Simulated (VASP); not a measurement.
# MgS (Fm-3m) in VASP: relaxation of cell and atoms with LDA

Aim: the relaxation of cell and atoms of MgS with LDA.

Program: VASP 6.6.1. These are calculated values, not measurements. Logs are shortened: lines on timing, memory, paths and dates and some standing lists are left out, and cuts for length are marked.

## 1. The cell of the first run

Symmetry: Fm-3m, No. 225, cubic system. The conventional cell has a = 5.209 Å, b = 5.209 Å, c = 5.209 Å, α = 90.00°, β = 90.00°, γ = 90.00°. Mg (site symmetry m-3m) has 6 S at 2.60 Å within 3.4 Å. S (site symmetry m-3m) has 6 Mg at 2.60 Å within 3.4 Å.

## 2. Relaxation of cell and atoms, LDA

Input file INCAR:

```
SYSTEM = MgS
  PREC = Accurate
  ENCUT = 840
  EDIFF = 1E-7
  ISMEAR = 0
  SIGMA = 0.02
  LREAL = .FALSE.
  LASPH = .TRUE.
  NELM = 120
  ALGO = Normal
  ISIF = 3
  LWAVE = .FALSE.
  LCHARG = .FALSE.
  IBRION = 2
  NSW = 100
  EDIFFG = -0.002
  GGA_COMPAT = .FALSE.
  NELMIN = 4
```

Input file KPOINTS:

```
regular mesh
0
G
  6 6 6
  0 0 0
```

Input file POSCAR:

```
MgS
1.0
    0.0000000000      2.6043975600      2.6043975600
    2.6043975600      0.0000000000      2.6043975600
    2.6043975600      2.6043975600      0.0000000000
Mg S
1 1
Direct
    0.0000000000      0.0000000000      0.0000000000
    0.5000000000      0.5000000000      0.5000000000
```

Potentials or basis: VASP PAW LDA potentials, release 64 (Mg_sv, S).

Run with:

```
$ cat potpaw_LDA.64/Mg_sv/POTCAR potpaw_LDA.64/S/POTCAR > POTCAR
$ mpirun -np 1 vasp_std > vasp.out
```

OUTCAR:

```text
SYSTEM = MgS
   PREC = Accurate
   ENCUT = 840
   EDIFF = 1E-7
   ISMEAR = 0
   LREAL = .FALSE.
   LASPH = .TRUE.
   NELM = 120
   ISIF = 3
   IBRION = 2
   NSW = 100
   EDIFFG = -0.002
   NELMIN = 4

 ion  position               nearest neighbor table
   1  0.000  0.000  0.000-
   2  0.500  0.500  0.500-

  LATTYP: Found a face centered cubic cell.
 ALAT       =     5.2087951200

  Lattice vectors:

 A1 = (   0.0000000000,   2.6043975600,   2.6043975600)
 A2 = (   2.6043975600,   0.0000000000,   2.6043975600)
 A3 = (   2.6043975600,   2.6043975600,   0.0000000000)

Analysis of symmetry for initial positions (statically):
=====================================================================
 Subroutine PRICEL returns:
 Original cell was already a primitive cell.

 Routine SETGRP: Setting up the symmetry group for a
 face centered cubic supercell.

 Subroutine GETGRP returns: Found 48 space group operations
 (whereof 48 operations were pure point group operations)
 out of a pool of 48 trial point group operations.

The static configuration has the point symmetry O_h .

Analysis of symmetry for dynamics (positions and initial velocities):
=====================================================================
 Subroutine PRICEL returns:
 Original cell was already a primitive cell.

 Routine SETGRP: Setting up the symmetry group for a
 face centered cubic supercell.

 Subroutine GETGRP returns: Found 48 space group operations
 (whereof 48 operations were pure point group operations)
 out of a pool of 48 trial point group operations.

The dynamic configuration has the point symmetry O_h .

 Subroutine INISYM returns: Found 48 space group operations
 (whereof 48 operations are pure point group operations),
 and found     1 'primitive' translations

----------------------------------------------------------------------------------------

                                     Primitive cell

  volume of cell :      35.3307

  direct lattice vectors                    reciprocal lattice vectors
     0.000000000  2.604397560  2.604397560    -0.191982978  0.191982978  0.191982978
     2.604397560  0.000000000  2.604397560     0.191982978 -0.191982978  0.191982978
     2.604397560  2.604397560  0.000000000     0.191982978  0.191982978 -0.191982978

  length of vectors
     3.683174351  3.683174351  3.683174351     0.332524272  0.332524272  0.332524272

  position of ions in fractional coordinates (direct lattice)
     0.000000000  0.000000000  0.000000000
     0.500000000  0.500000000  0.500000000

  ion indices of the primitive-cell ions
   primitive index   ion index
                 1           1
                 2           2

----------------------------------------------------------------------------------------

 KPOINTS: regular mesh

Automatic generation of k-mesh.
 Grid dimensions read from file:
 generate k-points for:    6    6    6

 Generating k-lattice:

  Cartesian coordinates                     Fractional coordinates (reciprocal lattice)
    -0.031997163  0.031997163  0.031997163     0.166666667  0.000000000  0.000000000
     0.031997163 -0.031997163  0.031997163     0.000000000  0.166666667  0.000000000
     0.031997163  0.031997163 -0.031997163     0.000000000  0.000000000  0.166666667

  Length of vectors
     0.055420712  0.055420712  0.055420712

  Shift w.r.t. Gamma in fractional coordinates (k-lattice)
     0.000000000  0.000000000  0.000000000

 Subroutine IBZKPT returns following result:
 ===========================================

 Found     16 irreducible k-points:

 Following reciprocal coordinates:
            Coordinates               Weight
  0.000000  0.000000  0.000000      1.000000
  0.166667  0.000000  0.000000      8.000000
  0.333333  0.000000  0.000000      8.000000
  0.500000  0.000000  0.000000      4.000000
  0.166667  0.166667  0.000000      6.000000
  0.333333  0.166667  0.000000     24.000000
[... 8 lines left out ...]
 -0.333333  0.333333  0.166667     24.000000
 -0.333333  0.500000  0.166667     12.000000
   k-points           NKPTS =     16   k-points in BZ     NKDIM =     16   number of bands    NBANDS=     12
   number of dos      NEDOS =    301   number of ions     NIONS =      2
   total plane-waves  NPLWV =  46656
   dimension x,y,z NGX =    36 NGY =   36 NGZ =   36
   dimension x,y,z NGXF=    72 NGYF=   72 NGZF=   72
   ions per type =               1   1
   NGX,Y,Z   is equivalent  to a cutoff of  16.25, 16.25, 16.25 a.u.
   NGXF,Y,Z  is equivalent  to a cutoff of  32.50, 32.50, 32.50 a.u.
 SYSTEM =  MgS
   PREC   = accura    normal or accurate (medium, high low for compatibility)
   ISTART =      0    job   : 0-new  1-cont  2-samecut
   ICHARG =      2    charge: 1-file 2-atom 10-const
   ISPIN  =      1    spin polarized calculation?
   LNONCOLLINEAR =      F non collinear calculations
   LSORBIT =      F    spin-orbit coupling
   LASPH  =      T    aspherical Exc in radial PAW
   ENCUT  =  840.0 eV  61.74 Ry    7.86 a.u.   8.70  8.70  8.70*2*pi/ulx,y,z
   NELM   =    120;   NELMIN=  4; NELMDL= -5     # of ELM steps
   EDIFF  = 0.1E-06   stopping-criterion for ELM
   LREAL  =      F    real-space projection
   EDIFFG = -.2E-02   stopping-criterion for IOM
   NSW    =    100    number of steps for IOM
   IBRION =      2    ionic relax: 0-MD 1-quasi-New 2-CG
   NFREE  =      1    steps in history (QN), initial steepest desc. (CG)
   ISIF   =      3    stress and relaxation
   ISYM   =      2    0-nonsym 1-usesym 2-fastsym
   POTIM  = 0.5000    time-step for ionic-motion
   TEBEG  =    0.0;   TEEND  =   0.0 temperature during run
   PSTRESS=    0.0 pullay stress
   NELECT =      16.0000    total number of electrons
   NUPDOWN=      -1.0000    fix difference up-down
   EMIN   =  10.00;   EMAX   =-10.00  energy-range for DOS
   EFERMI =   0.00;   METHOD = LEGACY
   ISMEAR =     0;   SIGMA  =   0.02  broadening in eV -4-tet -1-fermi 0-gaus
   EFERMI_NEDOS =   21; number of points for ismear=-14 and -15
   IALGO  =     38    algorithm
   IMIX   =      4    mixing-type and parameters
     AMIX     =   0.40;   BMIX     =  1.00
     AMIX_MAG =   1.60;   BMIX_MAG =  1.00
  volume/ion in A,a.u.               =      17.67       119.21
  Fermi-wavevector in a.u.,A,eV,Ry     =   1.257180  2.375726 21.504037  1.580502
  Thomas-Fermi vector in A             =   2.390852
   LORBIT       =      0    0 simple, 1 ext, 2 COOP (PROOUT), +10 PAW based schemes
   GGA     = CA    functional components
   LHFCALC =     F    Hartree Fock is set to
   AEXX    =    0.0000 exact exchange contribution
   IVDW    =     0    specifies the selected vdW correction
   LEPSILON=     F    determine dielectric tensor
   LRPA    =     F    only Hartree local field effects (RPA)
 conjugate gradient relaxation of ions
 non-spin polarized calculation
 Gauss-broadening in eV      SIGMA  =   0.02
  energy-cutoff  :      840.00
  volume of cell :       35.33
 maximum number of plane-waves:      1980
   NGX = 17   NGY = 17   NGZ = 17

--------------------------------------- Ionic step        1  -------------------------------------------

 number of electron      16.0000004 magnetization

 Free energy of the ion-electron system (eV)
  ---------------------------------------------------
  ext. energy  EPLUGINS =         0.00000000
  ---------------------------------------------------
  free energy    TOTEN  =        -9.47125218 eV

  energy without entropy =       -9.47125218  energy(sigma->0) =       -9.47125218

------------------------ aborting loop because EDIFF is reached ----------------------------------------

  FORCE on cell =-STRESS in cart. coord.  units (eV):
  Direction    XX          YY          ZZ          XY          YZ          ZX
  --------------------------------------------------------------------------------------
  -------------------------------------------------------------------------------------
  Total       -0.7686992     -0.7686992     -0.7686992      0.0000000      0.0000000      0.0000000
  in kB      -34.8590193    -34.8590193    -34.8590193      0.0000000      0.0000000      0.0000000
  external PRESSURE =     -34.8590193 kB  Pullay stress =       0.0000000 kB

 VOLUME and BASIS-vectors are now :
 -----------------------------------------------------------------------------
  energy-cutoff  :      840.00
  volume of cell :       35.33
      direct lattice vectors                 reciprocal lattice vectors
     0.000000000  2.604397560  2.604397560    -0.191982978  0.191982978  0.191982978
     2.604397560  0.000000000  2.604397560     0.191982978 -0.191982978  0.191982978
     2.604397560  2.604397560  0.000000000     0.191982978  0.191982978 -0.191982978
[... 37 lines left out ...]
 POSITION                                       TOTAL-FORCE (eV/Angst)
 -----------------------------------------------------------------------------------
      2.55611      2.55611      0.00000         0.000000      0.000000     -0.000000
      2.55611      2.55611      2.55611        -0.000000     -0.000000      0.000000
 -----------------------------------------------------------------------------------
    total drift:                                0.000000      0.000000      0.000000

  FREE ENERGIE OF THE ION-ELECTRON SYSTEM (eV)
  ---------------------------------------------------
  free  energy   TOTEN  =        -9.4878157265 eV

  energy  without entropy=       -9.4878157265  energy(sigma->0) =       -9.48781573

--------------------------------------- Ionic step        3  -------------------------------------------

 number of electron      15.9999993 magnetization

 Free energy of the ion-electron system (eV)
  ---------------------------------------------------
  ext. energy  EPLUGINS =         0.00000000
  ---------------------------------------------------
  free energy    TOTEN  =        -9.48889663 eV

  energy without entropy =       -9.48889663  energy(sigma->0) =       -9.48889663

 E-fermi :   3.9361     XC(G=0): -10.3499

 val. band max:        3.8116290900   @ k =   0.0000   0.0000   0.0000
 cond. band min:       6.4722875397   @ k =   0.5000   0.5000   0.0000
 fundamental gap:      2.6606584497
 Fermi energy:         3.9360832870

 k-point     1 :       0.0000    0.0000    0.0000
  band No.  band energies     occupation
      1     -69.9790      2.00000
      2     -37.4673      2.00000
      3     -37.4673      2.00000
      4     -37.4673      2.00000
      5      -9.0735      2.00000
      6       3.8116      2.00000
      7       3.8116      2.00000
      8       3.8116      2.00000
      9       7.6511      0.00000
     10      11.6139      0.00000
     11      11.6139      0.00000
     12      11.6139      0.00000

 k-point     2 :       0.1667    0.0000    0.0000
  band No.  band energies     occupation
      1     -69.9791      2.00000
      2     -37.4695      2.00000
      3     -37.4676      2.00000
      4     -37.4676      2.00000
      5      -8.7859      2.00000
      6       2.0960      2.00000
      7       3.6248      2.00000
      8       3.6248      2.00000
      9       8.7045      0.00000
     10      11.4039      0.00000
     11      11.9105      0.00000
     12      11.9105      0.00000
[... 230 lines left out ...]
 POSITION                                       TOTAL-FORCE (eV/Angst)
 -----------------------------------------------------------------------------------
      0.00000      0.00000      0.00000        -0.000000      0.000000     -0.000000
      2.56541      2.56541      2.56541         0.000000      0.000000      0.000000
 -----------------------------------------------------------------------------------
    total drift:                                0.000000      0.000000      0.000000

  FREE ENERGIE OF THE ION-ELECTRON SYSTEM (eV)
  ---------------------------------------------------
  free  energy   TOTEN  =        -9.4888966319 eV

  energy  without entropy=       -9.4888966319  energy(sigma->0) =       -9.48889663

 reached required accuracy - stopping structural energy minimisation
```

It took 30 s on 1 thread of AMD EPYC 7R13 (Zen 3), shared host; peak memory 0.15 GiB.

Results:

```
Free energy                           : -9.4889 eV
Relaxed volume                        : 16.88 Å³/atom
Relaxed cell                          : a = 3.628 Å, b = 3.628 Å, c = 3.628 Å, α = 60.00°, β = 60.00°, γ = 60.00°
Space group after relaxing (to 0.1 Å) : Fm-3m (No. 225)
Energy gained by relaxing             : 8.8 meV/atom
Ionic steps                           : 3
Pressure after relaxing               : 0.0 GPa
Band gap on the k mesh                : 2.66 eV (least direct gap 3.84 eV)
```

The path:
```csv
step,energy change (eV),largest force (eV/Å),pressure (GPa),volume (Å³)
1,0.0000,0.0000,-3.49,35.33
2,-0.0166,0.0000,0.95,33.40
3,-0.0176,0.0000,0.01,33.77
```

Final structure:
```yaml
crystal:
  lattice:
    - [0.00000, 2.56541, 2.56541]
    - [2.56541, 0.00000, 2.56541]
    - [2.56541, 2.56541, 0.00000]
  atoms:
    - { symbol: Mg, position: [0.00000, 0.00000, 0.00000] }
    - { symbol: S, position: [0.50000, 0.50000, 0.50000] }
```

A k mesh can miss the band edges.
